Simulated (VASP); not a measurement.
# Cl (P6/mmm) in VASP: a series of runs

The runs below take Cl through single point, relaxation of cell and atoms, with PBE.

Program: VASP 6.6.1. These are calculated values, not measurements. Logs are shortened: lines on timing, memory, paths and dates and some standing lists are left out, and cuts for length are marked.

## 1. The cell of the first run

Symmetry: P6/mmm, No. 191, hexagonal system. Conventional cell: a = 4.037 Å, b = 4.037 Å, c = 4.618 Å, α = 90.00°, β = 90.00°, γ = 120.00°. Cl (site symmetry 6mm) has 1 Cl at 1.74 Å within 2.3 Å.

The cell was generated, and may not be a known phase.

## 2. Single point, PBE

INCAR

```
ALGO = Normal ; EDIFF = 1E-7
ENCUT = 520 ; GGA = PE
ISIF = 2 ; ISMEAR = 0
LASPH = T ; LCHARG = F
LREAL = F ; LWAVE = F
NBANDS = 14 ; NELM = 60
PREC = Accurate ; SIGMA = 0.1
```

KPOINTS

```
k-points
0
Gamma
  6 6 4
```

POSCAR

```
Cl
1.0
    4.0372900900      0.0000000000      0.0000000000
   -2.0186450500      3.4963957800      0.0000000000
    0.0000000000      0.0000000000      4.6181674300
Cl
2
Direct
    0.0000000000      0.0000000000      0.8113027500
    0.0000000000      0.0000000000      0.1886972500
```

Potentials or basis: VASP PAW PBE potentials, release 64 (Cl).

Command:

```bash
$ cat potpaw_PBE.64/Cl/POTCAR > POTCAR
$ mpirun -np 1 vasp_std > vasp.out
```

OUTCAR:

```text
EDIFF = 1E-7
   ENCUT = 520
   GGA = PE
   ISIF = 2
   ISMEAR = 0
   LASPH = T
   LREAL = F
   NELM = 60
   PREC = Accurate

 ion  position               nearest neighbor table
   1  0.000  0.000  0.811-   2 1.74
   2  0.000  0.000  0.189-   1 1.74

  LATTYP: Found a hexagonal cell.
 ALAT       =     4.0372900900
 C/A-ratio  =     1.1438780288

  Lattice vectors:

 A1 = (   4.0372900900,   0.0000000000,   0.0000000000)
 A2 = (  -2.0186450500,   3.4963957800,   0.0000000000)
 A3 = (   0.0000000000,   0.0000000000,   4.6181674300)

Analysis of symmetry for initial positions (statically):
=====================================================================
 Subroutine PRICEL returns:
 Original cell was already a primitive cell.

 Routine SETGRP: Setting up the symmetry group for a
 hexagonal supercell.

 Subroutine GETGRP returns: Found 24 space group operations
 (whereof 24 operations were pure point group operations)
 out of a pool of 24 trial point group operations.

The static configuration has the point symmetry D_6h.

Analysis of symmetry for dynamics (positions and initial velocities):
=====================================================================
 Subroutine PRICEL returns:
 Original cell was already a primitive cell.

 Routine SETGRP: Setting up the symmetry group for a
 hexagonal supercell.

 Subroutine GETGRP returns: Found 24 space group operations
 (whereof 24 operations were pure point group operations)
 out of a pool of 24 trial point group operations.

The dynamic configuration has the point symmetry D_6h.

 Subroutine INISYM returns: Found 24 space group operations
 (whereof 24 operations are pure point group operations),
 and found     1 'primitive' translations

----------------------------------------------------------------------------------------

                                     Primitive cell

  volume of cell :      65.1899

  direct lattice vectors                    reciprocal lattice vectors
     4.037290090  0.000000000  0.000000000     0.247690896  0.143004406  0.000000000
    -2.018645050  3.496395780  0.000000000     0.000000000  0.286008811  0.000000000
     0.000000000  0.000000000  4.618167430     0.000000000  0.000000000  0.216536108

  length of vectors
     4.037290090  4.037290092  4.618167430     0.286008811  0.286008811  0.216536108

  position of ions in fractional coordinates (direct lattice)
     0.000000000  0.000000000  0.811302750
     0.000000000  0.000000000  0.188697250

  ion indices of the primitive-cell ions
   primitive index   ion index
                 1           1
                 2           2

----------------------------------------------------------------------------------------

 KPOINTS: k-points

Automatic generation of k-mesh.
 Grid dimensions read from file:
 generate k-points for:    6    6    4

 Generating k-lattice:

  Cartesian coordinates                     Fractional coordinates (reciprocal lattice)
     0.041281816  0.023834068  0.000000000     0.166666667 -0.000000000  0.000000000
     0.000000000  0.047668135  0.000000000     0.000000000  0.166666667  0.000000000
     0.000000000  0.000000000  0.054134027     0.000000000  0.000000000  0.250000000

  Length of vectors
     0.047668135  0.047668135  0.054134027

  Shift w.r.t. Gamma in fractional coordinates (k-lattice)
     0.000000000  0.000000000  0.000000000

 Subroutine IBZKPT returns following result:
 ===========================================

 Found     21 irreducible k-points:

 Following reciprocal coordinates:
            Coordinates               Weight
  0.000000  0.000000  0.000000      1.000000
  0.166667  0.000000  0.000000      6.000000
  0.333333  0.000000  0.000000      6.000000
  0.500000  0.000000  0.000000      3.000000
  0.166667  0.166667  0.000000      6.000000
  0.333333  0.166667  0.000000     12.000000
[... 13 lines left out ...]
  0.333333  0.166667  0.500000     12.000000
  0.333333  0.333333  0.500000      2.000000
   k-points           NKPTS =     21   k-points in BZ     NKDIM =     21   number of bands    NBANDS=     14
   number of dos      NEDOS =    301   number of ions     NIONS =      2
   total plane-waves  NPLWV =  32400
   dimension x,y,z NGX =    30 NGY =   30 NGZ =   36
   dimension x,y,z NGXF=    60 NGYF=   60 NGZF=   72
   ions per type =               2
   NGX,Y,Z   is equivalent  to a cutoff of  12.35, 12.35, 12.96 a.u.
   NGXF,Y,Z  is equivalent  to a cutoff of  24.71, 24.71, 25.92 a.u.
 SYSTEM =  unknown system
   PREC   = accura    normal or accurate (medium, high low for compatibility)
   ISTART =      0    job   : 0-new  1-cont  2-samecut
   ICHARG =      2    charge: 1-file 2-atom 10-const
   ISPIN  =      1    spin polarized calculation?
   LNONCOLLINEAR =      F non collinear calculations
   LSORBIT =      F    spin-orbit coupling
   LASPH  =      T    aspherical Exc in radial PAW
   ENCUT  =  520.0 eV  38.22 Ry    6.18 a.u.   7.51  7.51  8.59*2*pi/ulx,y,z
   NELM   =     60;   NELMIN=  2; NELMDL= -5     # of ELM steps
   EDIFF  = 0.1E-06   stopping-criterion for ELM
   LREAL  =      F    real-space projection
   EDIFFG = 0.1E-05   stopping-criterion for IOM
   NSW    =      0    number of steps for IOM
   IBRION =     -1    ionic relax: 0-MD 1-quasi-New 2-CG
   NFREE  =      0    steps in history (QN), initial steepest desc. (CG)
   ISIF   =      2    stress and relaxation
   ISYM   =      2    0-nonsym 1-usesym 2-fastsym
   POTIM  = 0.5000    time-step for ionic-motion
   TEBEG  =    0.0;   TEEND  =   0.0 temperature during run
   PSTRESS=    0.0 pullay stress
   NELECT =      14.0000    total number of electrons
   NUPDOWN=      -1.0000    fix difference up-down
   EMIN   =  10.00;   EMAX   =-10.00  energy-range for DOS
   EFERMI =   0.00;   METHOD = LEGACY
   ISMEAR =     0;   SIGMA  =   0.10  broadening in eV -4-tet -1-fermi 0-gaus
   EFERMI_NEDOS =   21; number of points for ismear=-14 and -15
   IALGO  =     38    algorithm
   IMIX   =      4    mixing-type and parameters
     AMIX     =   0.40;   BMIX     =  1.00
     AMIX_MAG =   1.60;   BMIX_MAG =  1.00
  volume/ion in A,a.u.               =      32.59       219.96
  Fermi-wavevector in a.u.,A,eV,Ry     =   0.980372  1.852634 13.076950  0.961129
  Thomas-Fermi vector in A             =   2.111297
   LORBIT       =      0    0 simple, 1 ext, 2 COOP (PROOUT), +10 PAW based schemes
   GGA     = PE    functional components
   LHFCALC =     F    Hartree Fock is set to
   AEXX    =    0.0000 exact exchange contribution
   IVDW    =     0    specifies the selected vdW correction
   LEPSILON=     F    determine dielectric tensor
   LRPA    =     F    only Hartree local field effects (RPA)
 non-spin polarized calculation
 Gauss-broadening in eV      SIGMA  =   0.10
  energy-cutoff  :      520.00
  volume of cell :       65.19
 maximum number of plane-waves:      1787
   NGX = 15   NGY = 15   NGZ = 17

 number of electron      13.9999993 magnetization

 Free energy of the ion-electron system (eV)
  ---------------------------------------------------
  ext. energy  EPLUGINS =         0.00000000
  ---------------------------------------------------
  free energy    TOTEN  =        -2.58947787 eV

  energy without entropy =       -2.58947787  energy(sigma->0) =       -2.58947787

 E-fermi :   0.0595     XC(G=0):  -6.9991

 val. band max:       -0.3660987270   @ k =   0.0000   0.0000   0.0000
 cond. band min:       2.1893287882   @ k =   0.0000   0.0000   0.5000
 fundamental gap:      2.5554275153
 Fermi energy:         0.0595485209

 k-point     1 :       0.0000    0.0000    0.0000
  band No.  band energies     occupation
      1     -20.1786      2.00000
      2     -12.5286      2.00000
      3      -7.9797      2.00000
      4      -5.1043      2.00000
      5      -5.1043      2.00000
      6      -0.3661      2.00000
      7      -0.3661      2.00000
      8       4.1874      0.00000
      9       6.2285      0.00000
     10       9.0670      0.00000
     11       9.0777      0.00000
     12       9.0777      0.00000
     13       9.7911      0.00000
     14       9.7911      0.00000

 k-point     2 :       0.1667    0.0000    0.0000
  band No.  band energies     occupation
      1     -20.1619      2.00000
      2     -12.5036      2.00000
      3      -7.9445      2.00000
      4      -5.3322      2.00000
      5      -5.1522      2.00000
      6      -0.5430      2.00000
      7      -0.4042      2.00000
      8       4.7635      0.00000
      9       6.2516      0.00000
     10       8.0771      0.00000
     11       8.5317      0.00000
     12       9.3728      0.00000
     13       9.8979      0.00000
     14      10.6375      0.00000

 k-point     3 :       0.3333    0.0000    0.0000
  band No.  band energies     occupation
      1     -20.1281      2.00000
      2     -12.4530      2.00000
      3      -7.8672      2.00000
      4      -5.7529      2.00000
      5      -5.2452      2.00000
      6      -0.8749      2.00000
      7      -0.4787      2.00000
      8       5.7426      0.00000
      9       6.2918      0.00000
     10       6.9758      0.00000
     11       8.6885      0.00000
     12       9.2514      0.00000
     13      11.1850      0.00000
     14      11.2606      0.00000
[... 273 lines left out ...]
 k-point    20 :       0.3333    0.1667    0.5000
  band No.  band energies     occupation
      1     -20.0011      2.00000
      2     -13.3558      2.00000
      3      -5.7728      2.00000
      4      -5.5813      2.00000
      5      -5.2004      2.00000
      6      -1.8127      2.00000
      7      -1.3096      2.00000
      8       2.4335      0.00000
      9       7.5795      0.00000
     10       8.9906      0.00000
     11       9.1788      0.00000
     12       9.6647      0.00000
     13      11.9322      0.00000
     14      12.5170      0.00000

 k-point    21 :       0.3333    0.3333    0.5000
  band No.  band energies     occupation
      1     -19.9930      2.00000
      2     -13.3393      2.00000
      3      -5.7473      2.00000
      4      -5.4600      2.00000
      5      -5.4600      2.00000
      6      -1.6407      2.00000
      7      -1.6407      2.00000
      8       2.4628      0.00000
      9       8.8270      0.00000
     10       8.8270      0.00000
     11       9.5222      0.00000
     12       9.5222      0.00000
     13      11.2259      0.00000
     14      12.1339      0.00000

------------------------ aborting loop because EDIFF is reached ----------------------------------------

  FORCE on cell =-STRESS in cart. coord.  units (eV):
  Direction    XX          YY          ZZ          XY          YZ          ZX
  --------------------------------------------------------------------------------------
  -------------------------------------------------------------------------------------
  Total        0.1825472      0.1825472     16.5743744     -0.0000000     -0.0000000      0.0000000
  in kB        4.4864783      4.4864783    407.3498023     -0.0000000     -0.0000000      0.0000000
  external PRESSURE =     138.7742529 kB  Pullay stress =       0.0000000 kB

 VOLUME and BASIS-vectors are now :
 -----------------------------------------------------------------------------
  energy-cutoff  :      520.00
  volume of cell :       65.19
      direct lattice vectors                 reciprocal lattice vectors
     4.037290090  0.000000000  0.000000000     0.247690896  0.143004406  0.000000000
    -2.018645050  3.496395780  0.000000000     0.000000000  0.286008811  0.000000000
     0.000000000  0.000000000  4.618167430     0.000000000  0.000000000  0.216536108

 POSITION                                       TOTAL-FORCE (eV/Angst)
 -----------------------------------------------------------------------------------
      0.00000      0.00000      3.74673         0.000000     -0.000000     -8.422979
      0.00000      0.00000      0.87144        -0.000000      0.000000      8.422979
 -----------------------------------------------------------------------------------
    total drift:                                0.000000      0.000000      0.000000

  FREE ENERGIE OF THE ION-ELECTRON SYSTEM (eV)
  ---------------------------------------------------
  free  energy   TOTEN  =        -2.5894778690 eV

  energy  without entropy=       -2.5894778690  energy(sigma->0) =       -2.58947787
```

Run time: 20 s. Hardware: 1 thread of Intel Xeon Platinum 8259CL at 2.50GHz (Skylake/Cascade Lake), shared host; peak memory 0.17 GiB.

Results:

```
Free energy            : -2.5895 eV
Pressure               : 13.9 GPa
Largest force          : 8.423 eV/Å
Band gap on the k mesh : 2.56 eV (least direct gap 3.15 eV)
```

Forces on the atoms (eV/Å):
```
Cl   0.000  0.000 -8.423
Cl   0.000  0.000  8.423
```

Caveat: the stress differs along the axes, from 0 to 41 GPa; this functional lacks dispersion, which holds the molecules together, so the pressure and a relaxed volume are unreliable; this functional lacks dispersion, which binds layers or chains, so the pressure and a relaxed spacing across them are unreliable; forces of over 1 eV/Å act on the atoms, so gaps and moduli don't describe the material at rest. A k mesh can miss the band edges.

## 3. Single point, PBE

This run uses another cell than the first one, of 46.76 Å³/atom.

INCAR

```
PREC = Accurate ; ENCUT = 520
EDIFF = 1E-7 ; ISMEAR = 0
SIGMA = 0.1 ; LREAL = False
LASPH = True ; NELM = 80
ALGO = Normal ; ISIF = 2
LWAVE = False ; LCHARG = True
GGA = PE ; LELF = True
LVHAR = True ; NBANDS = 14
```

KPOINTS

```
regular mesh
0
Gamma
  6 6 4
```

POSCAR

```
Cl
1.0
    4.3927082684      0.0000000031      0.0000000000
   -2.1963541369      3.8041969503      0.0000000000
    0.0000000000      0.0000000000      5.5968456765
Cl
2
Direct
    0.0000000000      0.0000000000      0.8210481343
    0.0000000000      0.0000000000      0.1789518657
```

Potentials or basis: VASP PAW PBE potentials, release 64 (Cl).

Command:

```bash
$ cat potpaw_PBE.64/Cl/POTCAR > POTCAR
$ mpirun -np 1 vasp_std > vasp.out
```

Run time: 27 s. Hardware: 1 thread of Intel Xeon Platinum 8259CL at 2.50GHz (Skylake/Cascade Lake), shared host; peak memory 0.22 GiB.

The run converged. Its results:

```yaml
Free_energy: -3.6063 eV
Pressure: -0.2 GPa
Largest_force: 0.223 eV/Å
Band_gap_on_the_k_mesh: 1.91 eV (least direct gap 2.04 eV)
```

Forces in eV/Å, atoms in the order of the input:
```
Cl   0.000  0.000  0.223
Cl   0.000  0.000 -0.223
```

Stress tensor (GPa, compression positive):
```
-0.01  0.00  0.00
 0.00 -0.01  0.00
 0.00  0.00 -0.55
```

Levels at points of the mesh, in eV from the valence-band top:
| k point | band 4 | band 5 | band 6 | band 7 | band 8 | band 9 | band 10 | band 11 |
| --- | --- | --- | --- | --- | --- | --- | --- | --- |
| (0.00, 0.00, 0.00) | -2.66 | -2.66 | 0.00 | 0.00 | 3.42 | 5.75 | 8.70 | 10.29 |
| (0.50, 0.00, 0.00) | -3.21 | -2.78 | -0.40 | -0.09 | 3.45 | 7.75 | 7.94 | 10.40 |
| (0.00, 0.00, 0.50) | -2.61 | -2.61 | -0.13 | -0.13 | 1.91 | 6.43 | 7.41 | 11.05 |
| (0.50, 0.00, 0.50) | -3.12 | -2.72 | -0.64 | -0.24 | 2.10 | 8.35 | 9.15 | 9.58 |

Caveat: this functional lacks dispersion, which holds the molecules together, so the pressure and a relaxed volume are unreliable; this functional lacks dispersion, which binds layers or chains, so the pressure and a relaxed spacing across them are unreliable. A k mesh can miss the band edges.

[end of part 1 of 2]
